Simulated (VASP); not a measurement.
# MoS2 (P6_3/mmc) in VASP: a series of runs

The runs below take MoS2 through single point, with PBE, r2SCAN.

Everything below comes from runs of VASP 6.6.1. Logs are shortened: lines on timing, memory, paths and dates and some standing lists are left out, and cuts for length are marked.

### Step 1. The cell of the first run

The structure is hexagonal, space group P6_3/mmc (No. 194). The conventional cell has a = 3.300 Å, b = 3.300 Å, c = 12.240 Å, α = 90.00°, β = 90.00°, γ = 120.00°. Within 3.3 Å of Mo (site symmetry -6m2) lie 6 S at 2.44 Å and 6 Mo at 3.30 Å. Within 3.3 Å of S (site symmetry 3m) lie 3 Mo at 2.44 Å and 7 S at 3.03 to 3.30 Å.

### Step 2. Single point, PBE (epitaxial xy strain +4.0%)

File INCAR:

```
SYSTEM = MoS2
ALGO = Normal
EDIFF = 1E-6
ENCUT = 520
GGA = PE
ISIF = 2
ISMEAR = -1
LASPH = .True.
LCHARG = .False.
LREAL = .False.
LWAVE = .False.
NBANDS = 35
NELM = 100
PREC = Accurate
SIGMA = 0.02
```

File KPOINTS:

```
k-points
0
Gamma
  12 12 2
  0 0 0
```

File POSCAR:

```
MoS2
1.0
    3.2999407265      0.0000000000      0.0000000000
   -1.6499703633      2.8578325001      0.0000000000
    0.0000000000      0.0000000000     12.2396518206
Mo S
2 4
Direct
    0.3333333333      0.6666666667      0.2500000000
    0.6666666667      0.3333333333      0.7500000000
    0.6666666667      0.3333333333      0.3739781893
    0.6666666667      0.3333333333      0.1260218107
    0.3333333333      0.6666666667      0.8739781893
    0.3333333333      0.6666666667      0.6260218107
```

Potentials or basis: VASP PAW PBE potentials, release 64 (Mo_sv, S).

Run with:

```sh
$ cat potpaw_PBE.64/Mo_sv/POTCAR potpaw_PBE.64/S/POTCAR > POTCAR
$ mpirun -np 1 vasp_std > vasp.out
```

OUTCAR:

```text
SYSTEM = MoS2
   EDIFF = 1E-6
   ENCUT = 520
   GGA = PE
   ISIF = 2
   ISMEAR = -1
   LASPH = .True.
   LREAL = .False.
   NELM = 100
   PREC = Accurate

 ion  position               nearest neighbor table
   1  0.333  0.667  0.250-   3 2.44   4 2.44   3 2.44   4 2.44   3 2.44   4 2.44
   2  0.667  0.333  0.750-   5 2.44   6 2.44   5 2.44   6 2.44   5 2.44   6 2.44
   3  0.667  0.333  0.374-   1 2.44   1 2.44   1 2.44
   4  0.667  0.333  0.126-   1 2.44   1 2.44   1 2.44
   5  0.333  0.667  0.874-   2 2.44   2 2.44   2 2.44
   6  0.333  0.667  0.626-   2 2.44   2 2.44   2 2.44

  LATTYP: Found a hexagonal cell.
 ALAT       =     3.2999407265
 C/A-ratio  =     3.7090520209

  Lattice vectors:

 A1 = (   3.2999407265,   0.0000000000,   0.0000000000)
 A2 = (  -1.6499703633,   2.8578325001,   0.0000000000)
 A3 = (   0.0000000000,   0.0000000000,  12.2396518206)

Analysis of symmetry for initial positions (statically):
=====================================================================
 Subroutine PRICEL returns:
 Original cell was already a primitive cell.

 Routine SETGRP: Setting up the symmetry group for a
 hexagonal supercell.

 Subroutine GETGRP returns: Found 24 space group operations
 (whereof 12 operations were pure point group operations)
 out of a pool of 24 trial point group operations.

The static configuration has the point symmetry D_3d.
 The point group associated with its full space group is D_6h.

Analysis of symmetry for dynamics (positions and initial velocities):
=====================================================================
 Subroutine PRICEL returns:
 Original cell was already a primitive cell.

 Routine SETGRP: Setting up the symmetry group for a
 hexagonal supercell.

 Subroutine GETGRP returns: Found 24 space group operations
 (whereof 12 operations were pure point group operations)
 out of a pool of 24 trial point group operations.

The dynamic configuration has the point symmetry D_3d.
 The point group associated with its full space group is D_6h.

 Subroutine INISYM returns: Found 24 space group operations
 (whereof 12 operations are pure point group operations),
 and found     1 'primitive' translations

----------------------------------------------------------------------------------------

                                     Primitive cell

  volume of cell :     115.4282

  direct lattice vectors                    reciprocal lattice vectors
     3.299940727  0.000000000  0.000000000     0.303035746  0.174957770  0.000000000
    -1.649970363  2.857832500  0.000000000     0.000000000  0.349915539  0.000000000
     0.000000000  0.000000000 12.239651821     0.000000000  0.000000000  0.081701670

  length of vectors
     3.299940727  3.299940726 12.239651821     0.349915539  0.349915539  0.081701670

  position of ions in fractional coordinates (direct lattice)
     0.333333333  0.666666667  0.250000000
     0.666666667  0.333333333  0.750000000
     0.666666667  0.333333333  0.373978189
     0.666666667  0.333333333  0.126021811
     0.333333333  0.666666667  0.873978189
     0.333333333  0.666666667  0.626021811

  ion indices of the primitive-cell ions
   primitive index   ion index
                 1           1
                 2           2
                 3           3
                 4           4
                 5           5
                 6           6

----------------------------------------------------------------------------------------

 KPOINTS: k-points

Automatic generation of k-mesh.
 Grid dimensions read from file:
 generate k-points for:   12   12    2

 Generating k-lattice:

  Cartesian coordinates                     Fractional coordinates (reciprocal lattice)
     0.025252979  0.014579814  0.000000000     0.083333333  0.000000000  0.000000000
     0.000000000  0.029159628  0.000000000     0.000000000  0.083333333  0.000000000
     0.000000000  0.000000000  0.040850835     0.000000000  0.000000000  0.500000000

  Length of vectors
     0.029159628  0.029159628  0.040850835

  Shift w.r.t. Gamma in fractional coordinates (k-lattice)
     0.000000000  0.000000000  0.000000000

 Subroutine IBZKPT returns following result:
 ===========================================

 Found     38 irreducible k-points:

 Following reciprocal coordinates:
            Coordinates               Weight
  0.000000  0.000000  0.000000      1.000000
  0.083333  0.000000  0.000000      6.000000
  0.166667  0.000000  0.000000      6.000000
  0.250000  0.000000  0.000000      6.000000
  0.333333  0.000000  0.000000      6.000000
  0.416667  0.000000  0.000000      6.000000
[... 16 lines left out ...]
  0.250000  0.000000  0.500000      6.000000
  0.333333  0.000000  0.500000      6.000000
 [... further k-points ...]
   k-points           NKPTS =     38   k-points in BZ     NKDIM =     38   number of bands    NBANDS=     35
   number of dos      NEDOS =    301   number of ions     NIONS =      6
   total plane-waves  NPLWV =  75264
   dimension x,y,z NGX =    28 NGY =   28 NGZ =   96
   dimension x,y,z NGXF=    56 NGYF=   56 NGZF=  192
   ions per type =               2   4
   NGX,Y,Z   is equivalent  to a cutoff of  14.11, 14.11, 13.04 a.u.
   NGXF,Y,Z  is equivalent  to a cutoff of  28.21, 28.21, 26.08 a.u.
 SYSTEM =  MoS2
   PREC   = accura    normal or accurate (medium, high low for compatibility)
   ISTART =      0    job   : 0-new  1-cont  2-samecut
   ICHARG =      2    charge: 1-file 2-atom 10-const
   ISPIN  =      1    spin polarized calculation?
   LNONCOLLINEAR =      F non collinear calculations
   LSORBIT =      F    spin-orbit coupling
   LASPH  =      T    aspherical Exc in radial PAW
   ENCUT  =  520.0 eV  38.22 Ry    6.18 a.u.   6.14  6.14 22.76*2*pi/ulx,y,z
   NELM   =    100;   NELMIN=  2; NELMDL= -5     # of ELM steps
   EDIFF  = 0.1E-05   stopping-criterion for ELM
   LREAL  =      F    real-space projection
   EDIFFG = 0.1E-04   stopping-criterion for IOM
   NSW    =      0    number of steps for IOM
   IBRION =     -1    ionic relax: 0-MD 1-quasi-New 2-CG
   NFREE  =      0    steps in history (QN), initial steepest desc. (CG)
   ISIF   =      2    stress and relaxation
   ISYM   =      2    0-nonsym 1-usesym 2-fastsym
   POTIM  = 0.5000    time-step for ionic-motion
   TEBEG  =    0.0;   TEEND  =   0.0 temperature during run
   PSTRESS=    0.0 pullay stress
   NELECT =      52.0000    total number of electrons
   NUPDOWN=      -1.0000    fix difference up-down
   EMIN   =  10.00;   EMAX   =-10.00  energy-range for DOS
   EFERMI =   0.00;   METHOD = LEGACY
   ISMEAR =    -1;   SIGMA  =   0.02  broadening in eV -4-tet -1-fermi 0-gaus
   EFERMI_NEDOS =   21; number of points for ismear=-14 and -15
   IALGO  =     38    algorithm
   IMIX   =      4    mixing-type and parameters
     AMIX     =   0.40;   BMIX     =  1.00
     AMIX_MAG =   1.60;   BMIX_MAG =  1.00
  volume/ion in A,a.u.               =      19.24       129.82
  Fermi-wavevector in a.u.,A,eV,Ry     =   1.254985  2.371578 21.429012  1.574988
  Thomas-Fermi vector in A             =   2.388764
   LORBIT       =      0    0 simple, 1 ext, 2 COOP (PROOUT), +10 PAW based schemes
   GGA     = PE    functional components
   LHFCALC =     F    Hartree Fock is set to
   AEXX    =    0.0000 exact exchange contribution
   IVDW    =     0    specifies the selected vdW correction
   LEPSILON=     F    determine dielectric tensor
   LRPA    =     F    only Hartree local field effects (RPA)
 non-spin polarized calculation
  energy-cutoff  :      520.00
  volume of cell :      115.43
 maximum number of plane-waves:      3138
 NGX is ok and might be reduce to    28
   NGX = 13   NGY = 13   NGZ = 45

 number of electron      51.9999997 magnetization

 Free energy of the ion-electron system (eV)
  ---------------------------------------------------
  ext. energy  EPLUGINS =         0.00000000
  ---------------------------------------------------
  free energy    TOTEN  =       -43.42163093 eV

  energy without entropy =      -43.42162733  energy(sigma->0) =      -43.42162913

 E-fermi :   6.9794     XC(G=0): -10.4158

 val. band max:        6.8496348152   @ k =   0.0000   0.0000   0.0000
 cond. band min:       7.1507792797   @ k =   0.3333   0.3333   0.0000
 fundamental gap:      0.3011444644
 Fermi energy:         6.9794010573

 k-point     1 :       0.0000    0.0000    0.0000
  band No.  band energies     occupation
      1     -55.0136      2.00000
      2     -55.0136      2.00000
      3     -29.0830      2.00000
      4     -29.0829      2.00000
      5     -29.0043      2.00000
      6     -29.0043      2.00000
[... 27 lines left out ...]
     34       8.8812      0.00000
     35      11.4749      0.00000

 k-point     2 :       0.0833    0.0000    0.0000
  band No.  band energies     occupation
      1     -55.0120      2.00000
      2     -55.0120      2.00000
      3     -29.0796      2.00000
      4     -29.0795      2.00000
      5     -29.0220      2.00000
      6     -29.0220      2.00000
[... 27 lines left out ...]
     34       8.7824      0.00000
     35      11.9310      0.00000

 k-point     3 :       0.1667    0.0000    0.0000
  band No.  band energies     occupation
      1     -55.0078      2.00000
      2     -55.0078      2.00000
      3     -29.0703      2.00000
      4     -29.0702      2.00000
      5     -29.0701      2.00000
      6     -29.0701      2.00000
[... 27 lines left out ...]
     34       9.0797      0.00000
     35      12.9284      0.00000
[... 723 lines left out ...]
 k-point    23 :       0.2500    0.0000    0.5000
  band No.  band energies     occupation
      1     -55.0020      2.00000
      2     -55.0020      2.00000
      3     -29.1352      2.00000
      4     -29.1352      2.00000
      5     -29.0576      2.00000
      6     -29.0576      2.00000
[... 27 lines left out ...]
     34       9.4727      0.00000
     35      13.7984      0.00000

 k-point    24 :       0.3333    0.0000    0.5000
  band No.  band energies     occupation
      1     -54.9962      2.00000
      2     -54.9962      2.00000
      3     -29.1996      2.00000
      4     -29.1996      2.00000
      5     -29.0496      2.00000
      6     -29.0496      2.00000
[... 27 lines left out ...]
     34       9.8170      0.00000
     35      13.2573      0.00000

 [... further k-points ...]

------------------------ aborting loop because EDIFF is reached ----------------------------------------

  FORCE on cell =-STRESS in cart. coord.  units (eV):
  Direction    XX          YY          ZZ          XY          YZ          ZX
  --------------------------------------------------------------------------------------
  -------------------------------------------------------------------------------------
  Total       -5.6114993     -5.6114993      1.9119329      0.0000000      0.0000000      0.0000000
  in kB      -77.8892493    -77.8892493     26.5381874      0.0000000      0.0000000      0.0000000
  external PRESSURE =     -43.0801038 kB  Pullay stress =       0.0000000 kB

 VOLUME and BASIS-vectors are now :
 -----------------------------------------------------------------------------
  energy-cutoff  :      520.00
  volume of cell :      115.43
      direct lattice vectors                 reciprocal lattice vectors
     3.299940727  0.000000000  0.000000000     0.303035746  0.174957770  0.000000000
    -1.649970363  2.857832500  0.000000000     0.000000000  0.349915539  0.000000000
     0.000000000  0.000000000 12.239651821     0.000000000  0.000000000  0.081701670

 POSITION                                       TOTAL-FORCE (eV/Angst)
 -----------------------------------------------------------------------------------
     -0.00000      1.90522      3.05991         0.000000      0.000000      0.000000
      1.64997      0.95261      9.17974        -0.000000     -0.000000      0.000000
      1.64997      0.95261      4.57736         0.000000     -0.000000      0.066263
      1.64997      0.95261      1.54246        -0.000000     -0.000000     -0.066263
     -0.00000      1.90522     10.69719        -0.000000      0.000000      0.066263
     -0.00000      1.90522      7.66229        -0.000000      0.000000     -0.066263
 -----------------------------------------------------------------------------------
    total drift:                               -0.000000      0.000000     -0.000000

  FREE ENERGIE OF THE ION-ELECTRON SYSTEM (eV)
  ---------------------------------------------------
  free  energy   TOTEN  =       -43.4216309266 eV

  energy  without entropy=      -43.4216273274  energy(sigma->0) =      -43.42162913
```

Run time: 80 s. Hardware: 1 thread of Intel Xeon 6975P-C (Granite Rapids), shared host; peak memory 0.31 GiB.

What came out:

```
Free energy            : -43.4216 eV
Pressure               : -4.3 GPa
Largest force          : 0.066 eV/Å
Band gap on the k mesh : 0.30 eV (least direct gap 1.26 eV)
```

Forces on the atoms (eV/Å):
```
Mo   0.000  0.000  0.000
Mo   0.000  0.000  0.000
S    0.000  0.000  0.066
S    0.000  0.000 -0.066
S    0.000  0.000  0.066
S    0.000  0.000 -0.066
```

Levels at points of the mesh, in eV from the valence-band top:
```tsv
k point	band 22	band 23	band 24	band 25	band 26	band 27	band 28	band 29	band 30	band 31
(0.00, 0.00, 0.00)	-2.63	-2.63	-1.06	-0.86	0.00	1.59	1.59	1.61	1.61	1.87
(0.50, 0.00, 0.00)	-2.34	-2.30	-2.13	-1.56	-1.36	0.93	0.98	1.38	1.50	2.50
(0.00, 0.00, 0.50)	-2.66	-2.30	-2.30	-0.19	-0.19	1.60	1.60	1.60	1.60	1.95
(0.50, 0.00, 0.50)	-2.48	-2.21	-2.21	-1.45	-1.45	0.95	0.95	1.44	1.44	2.84
```

Caveat: the cell differs from its parent crystal (epitaxial xy strain +4.0%); the stress differs along the axes, from -8 to 3 GPa; this functional lacks dispersion, which binds layers or chains, so the pressure and a relaxed spacing across them are unreliable.

### Step 3. Single point, r2SCAN (epitaxial xy strain -4.0%)

File POSCAR:

```
MoS2
1.0
    3.0460991321      0.0000000000      0.0000000000
   -1.5230495661      2.6379992309      0.0000000000
    0.0000000000      0.0000000000     12.6619511099
Mo S
2 4
Direct
    0.3333333333      0.6666666667      0.2500000000
    0.6666666667      0.3333333333      0.7500000000
    0.6666666667      0.3333333333      0.3763259831
    0.6666666667      0.3333333333      0.1236740169
    0.3333333333      0.6666666667      0.8763259831
    0.3333333333      0.6666666667      0.6236740169
```

File INCAR.step1:

```
PREC = Accurate
ENCUT = 520
ISMEAR = 0
SIGMA = 0.01
LREAL = False
LASPH = True
NELM = 80
NBANDS = 35
GGA = PE
ALGO = Normal
EDIFF = 1E-4
LWAVE = True
LCHARG = False
```

File INCAR.step2:

```
PREC = Accurate
ENCUT = 520
EDIFF = 1E-6
ISMEAR = 0
SIGMA = 0.01
LREAL = False
LASPH = True
NELM = 80
ALGO = Normal
ISIF = 2
LWAVE = False
LCHARG = False
METAGGA = R2SCAN
LMIXTAU = True
NBANDS = 35
ISTART = 1
```

File KPOINTS:

```
regular mesh
0
Gamma
  12 12 2
```

Potentials or basis: VASP PAW PBE potentials, release 64 (Mo_sv, S).

Run with:

```sh
$ cat potpaw_PBE.64/Mo_sv/POTCAR potpaw_PBE.64/S/POTCAR > POTCAR
$ cp INCAR.step1 INCAR
$ mpirun -np 1 vasp_std > vasp.out
$ cp INCAR.step2 INCAR
$ mpirun -np 1 vasp_std > vasp.out
```

Run time: 2.9 min. Hardware: 1 thread of Intel Xeon 6975P-C (Granite Rapids), shared host; peak memory 0.29 GiB.

The run converged. Its results:

| Item | Value |
| --- | --- |
| Free energy | -89.6593 eV |
| Pressure | 10.2 GPa |
| Largest force | 0.050 eV/Å |
| Band gap on the k mesh | 1.27 eV (least direct gap 2.27 eV) |

Forces on the atoms (eV/Å):
```
Mo   0.000  0.000  0.000
Mo   0.000  0.000  0.000
S    0.000  0.000 -0.050
S    0.000  0.000  0.050
S    0.000  0.000 -0.050
S    0.000  0.000  0.050
```

Stress tensor (GPa, compression positive):
```
14.68  0.00  0.00
 0.00 14.68  0.00
 0.00  0.00  1.13
```

Levels at points of the mesh, in eV from the valence-band top:
```csv
k point,band 24,band 25,band 26,band 27,band 28,band 29
"(0.00, 0.00, 0.00)",-1.44,-1.27,0.00,3.04,3.04,3.07
"(0.50, 0.00, 0.00)",-1.05,-1.05,-0.89,2.68,2.71,2.85
"(0.00, 0.00, 0.50)",-1.52,-0.34,-0.34,3.05,3.05,3.05
"(0.50, 0.00, 0.50)",-1.05,-0.98,-0.98,2.69,2.69,3.04
```

Caveat: the cell differs from its parent crystal (epitaxial xy strain -4.0%); the stress differs along the axes, from 1 to 15 GPa; the PAW data sets were made with another functional, which shifts forces and pressure a little.

[end of part 1 of 2]
